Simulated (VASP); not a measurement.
# Ag in VASP: a series of runs, part 2 of 2

VASP 6.6.1. The steps go on from the part before.

**3. Single point, r2SCAN (uniaxial strain along a: -4.5 %)**

POSCAR

```
Ag
1.0
    1.9598301625      1.9598301625      0.0000000000
   -2.0752651851      2.0752651851      0.0000000000
    0.0000000000      0.0000000000      4.1505303703
Ag
2
Direct
    0.0000000000      0.0000000000      0.0000000000
    0.5000000000      0.5000000000      0.5000000000
```

INCAR.step1

```
PREC = Accurate
ENCUT = 520
ISMEAR = 0
SIGMA = 0.1
LREAL = F
LASPH = T
NELM = 80
NBANDS = 18
GGA = PE
ALGO = Normal
EDIFF = 1E-4
LWAVE = T
LCHARG = F
```

INCAR.step2

```
PREC = Accurate
ENCUT = 520
EDIFF = 1E-6
ISMEAR = 0
SIGMA = 0.1
LREAL = F
LASPH = T
NELM = 80
ALGO = Normal
ISIF = 2
LWAVE = F
LCHARG = F
METAGGA = R2SCAN
LMIXTAU = T
NBANDS = 18
ISTART = 1
```

KPOINTS

```
regular mesh
0
Gamma
  18 18 12
```

Potentials or basis: VASP PAW PBE potentials, release 64 (Ag).

Started as:

```bash
$ cat potpaw_PBE.64/Ag/POTCAR > POTCAR
$ cp INCAR.step1 INCAR
$ mpirun -np 1 vasp_std > vasp.out
$ cp INCAR.step2 INCAR
$ mpirun -np 1 vasp_std > vasp.out
```

OUTCAR:

```text
PREC = Accurate
   ENCUT = 520
   EDIFF = 1E-6
   ISMEAR = 0
   LREAL = F
   LASPH = T
   NELM = 80
   ISIF = 2
   METAGGA = R2SCAN
   ISTART = 1

 ion  position               nearest neighbor table
   1  0.000  0.000  0.000-   2 2.89   2 2.89   2 2.89   2 2.89   2 2.89   2 2.89   2 2.89   2 2.89

   2  0.500  0.500  0.500-   1 2.89   1 2.89   1 2.89   1 2.89   1 2.89   1 2.89   1 2.89   1 2.89

  LATTYP: Found a simple orthorhombic cell.
 ALAT       =     2.7716183958
[... 717 lines left out ...]
 [... further k-points ...]

------------------------ aborting loop because EDIFF is reached ----------------------------------------

  FORCE on cell =-STRESS in cart. coord.  units (eV):
  Direction    XX          YY          ZZ          XY          YZ          ZX
  --------------------------------------------------------------------------------------
  -------------------------------------------------------------------------------------
  Total        0.8092777      0.8092777      0.4165509      0.7582514      0.0000000      0.0000000
  in kB       38.4045355     38.4045355     19.7675580     35.9830645      0.0000000      0.0000000
  external PRESSURE =      32.1922097 kB  Pullay stress =       0.0000000 kB

 VOLUME and BASIS-vectors are now :
 -----------------------------------------------------------------------------
  energy-cutoff  :      520.00
  volume of cell :       33.76
      direct lattice vectors                 reciprocal lattice vectors
     1.959830163  1.959830163  0.000000000     0.255124148  0.255124148  0.000000000
    -2.075265185  2.075265185  0.000000000    -0.240933064  0.240933064  0.000000000
     0.000000000  0.000000000  4.150530370     0.000000000  0.000000000  0.240933064

 POSITION                                       TOTAL-FORCE (eV/Angst)
 -----------------------------------------------------------------------------------
      0.00000      0.00000      0.00000         0.000000     -0.000000      0.000000
     -0.05772      2.01755      2.07527        -0.000000      0.000000     -0.000000
 -----------------------------------------------------------------------------------
    total drift:                               -0.000000      0.000000     -0.000000

  FREE ENERGIE OF THE ION-ELECTRON SYSTEM (eV)
  ---------------------------------------------------
  free  energy   TOTEN  =       -42.6844825364 eV

  energy  without entropy=      -42.6815711451  energy(sigma->0) =      -42.68302684
```

OSZICAR.step1:

```text
N       E                     dE             d eps       ncg     rms          rms(c)
DAV:   1     0.128066606132E+03    0.12807E+03   -0.11473E+04 25496   0.120E+03
DAV:   2    -0.374474983527E+01   -0.13181E+03   -0.12525E+03 26212   0.270E+02
DAV:   3    -0.588926354574E+01   -0.21445E+01   -0.21372E+01 28854   0.388E+01
DAV:   4    -0.589696021543E+01   -0.76967E-02   -0.76960E-02 27440   0.230E+00
DAV:   5    -0.589703230006E+01   -0.72085E-04   -0.72084E-04 27512   0.231E-01    0.765E+00
DAV:   6    -0.540247847649E+01    0.49455E+00   -0.11638E+00 26282   0.117E+01    0.492E+00
DAV:   7    -0.538481835773E+01    0.17660E-01   -0.17397E-02 27098   0.129E+00    0.271E+00
DAV:   8    -0.537893205347E+01    0.58863E-02   -0.13163E-03 26394   0.275E-01    0.139E-01
DAV:   9    -0.537894250429E+01   -0.10451E-04   -0.14978E-05 15692   0.313E-02
   1 F= -.53789425E+01 E0= -.53773815E+01  d E =-.312193E-02
```

Wall time 5.8 min (1 thread of Intel Xeon 6975P-C (Granite Rapids), shared host); peak memory 0.43 GiB.

What came out:

| Quantity | Value |
| --- | --- |
| Free energy | -42.6845 eV |
| Pressure | 3.2 GPa |
| Band gap on the k mesh | zero (bands 11 and 12 overlap by 9.75 eV) |

Levels at points of the mesh, in eV from the Fermi level:
```csv
k point,band 7,band 8,band 9,band 10,band 11,band 12,band 13,band 14,band 15,band 16
"(0.00, 0.00, 0.00)",-4.22,-4.04,-3.34,-3.11,-3.11,1.35,6.54,10.45,12.65,16.53
"(0.50, 0.00, 0.00)",-4.73,-4.73,-4.16,-4.16,-0.13,-0.13,9.69,9.69,9.75,9.75
"(0.00, 0.50, 0.00)",-4.33,-4.33,-4.01,-4.01,-0.88,-0.88,9.10,9.10,9.18,9.18
"(0.50, 0.50, 0.00)",-3.18,-3.18,-2.98,-2.98,1.87,1.87,7.30,7.30,10.98,10.98
"(0.00, 0.00, 0.50)",-4.19,-4.19,-4.14,-4.14,-3.70,-3.70,14.45,14.45,15.70,15.70
"(0.50, 0.00, 0.50)",-3.42,-3.42,-3.16,-3.16,-0.15,-0.15,4.17,4.17,15.64,15.64
"(0.00, 0.50, 0.50)",-3.40,-3.40,-3.30,-3.30,-0.61,-0.61,3.33,3.33,15.91,15.91
"(0.50, 0.50, 0.50)",-4.14,-4.14,-3.01,-3.01,6.05,6.05,6.38,6.38,7.58,7.58
```

Caveat: the cell differs from its parent crystal (uniaxial strain along a: -4.5 %); the cell stands under pressure; the PAW data sets were made with another functional, which shifts forces and pressure a little.

**4. Single point, r2SCAN (biaxial strain in the a-b plane: -4.5 %)**

POSCAR

```
Ag
1.0
    1.9598301625      1.9598301625      0.0000000000
   -1.9598301625      1.9598301625      0.0000000000
    0.0000000000      0.0000000000      4.2151739830
Ag
2
Direct
    0.0000000000      0.0000000000      0.0000000000
    0.5000000000      0.5000000000      0.5000000000
```

INCAR.step1

```
SYSTEM = Ag
  PREC = Accurate
  ENCUT = 520
  ISMEAR = 0
  SIGMA = 0.1
  LREAL = .False.
  LASPH = .True.
  NELM = 60
  NBANDS = 18
  GGA = PE
  ALGO = Normal
  EDIFF = 1E-4
  LWAVE = .True.
  LCHARG = .False.
```

INCAR.step2

```
SYSTEM = Ag
  PREC = Accurate
  ENCUT = 520
  EDIFF = 1E-7
  ISMEAR = 0
  SIGMA = 0.1
  LREAL = .False.
  LASPH = .True.
  NELM = 60
  ALGO = Normal
  ISIF = 2
  LWAVE = .False.
  LCHARG = .False.
  METAGGA = R2SCAN
  LMIXTAU = .True.
  NBANDS = 18
  ISTART = 1
```

KPOINTS

```
regular mesh
0
Gamma
  18 18 12
  0 0 0
```

Started as:

```bash
$ cat potpaw_PBE.64/Ag/POTCAR > POTCAR
$ cp INCAR.step1 INCAR
$ mpirun -np 1 vasp_std > vasp.out
$ cp INCAR.step2 INCAR
$ mpirun -np 1 vasp_std > vasp.out
```

It took 10 min on 1 thread of Intel Xeon 8259CL, shared host; peak memory 0.3 GiB.

It converged, with:

```yaml
Free_energy: -42.6411 eV
Pressure: 8.7 GPa
Band_gap_on_the_k_mesh: zero (bands 11 and 12 overlap by 10.06 eV)
```

Stress tensor (GPa, compression positive):
```
10.16  0.00  0.00
 0.00 10.16  0.00
 0.00  0.00  5.78
```

Levels at points of the mesh, in eV from the Fermi level:
```tsv
k point	band 9	band 10	band 11	band 12	band 13	band 14
(0.00, 0.00, 0.00)	-3.33	-3.12	-3.12	0.82	6.15	12.36
(0.50, 0.00, 0.00)	-4.08	-4.08	-0.27	-0.27	9.25	9.25
(0.50, 0.50, 0.00)	-2.86	-2.86	2.13	2.13	8.04	8.04
(0.00, 0.00, 0.50)	-4.26	-4.26	-3.65	-3.65	15.20	15.20
(0.50, 0.00, 0.50)	-3.22	-3.22	-0.49	-0.49	4.03	4.03
(0.50, 0.50, 0.50)	-2.86	-2.86	6.42	6.42	6.42	6.42
```

Caveat: the cell differs from its parent crystal (biaxial strain in the a-b plane: -4.5 %); the cell stands under pressure; the PAW data sets were made with another functional, which shifts forces and pressure a little.

**5. Summary**

| cell | gap on the mesh (eV) | pressure (GPa) |
| --- | --- | --- |
| a = 2.946, b = 2.946, c = 4.067 Å, 2 atoms | none | -1.9 |
| a = 2.772, b = 2.935, c = 4.151 Å, 2 atoms | none | 3.2 |
| a = 2.772, b = 2.772, c = 4.215 Å, 2 atoms | none | 8.7 |

Alike in all rows: task single point; level r2SCAN; potentials or basis VASP PAW PBE potentials, release 64 (Ag); no spin polarisation; k mesh 18 × 18 × 12; cutoff (eV) 520; smearing gaussian 0.1 eV.

Caveats: the PAW data sets were made with another functional, which shifts forces and pressure a little; the cell stands under pressure (at least some runs).

Absolute energies hang on the potentials; compare differences alone.
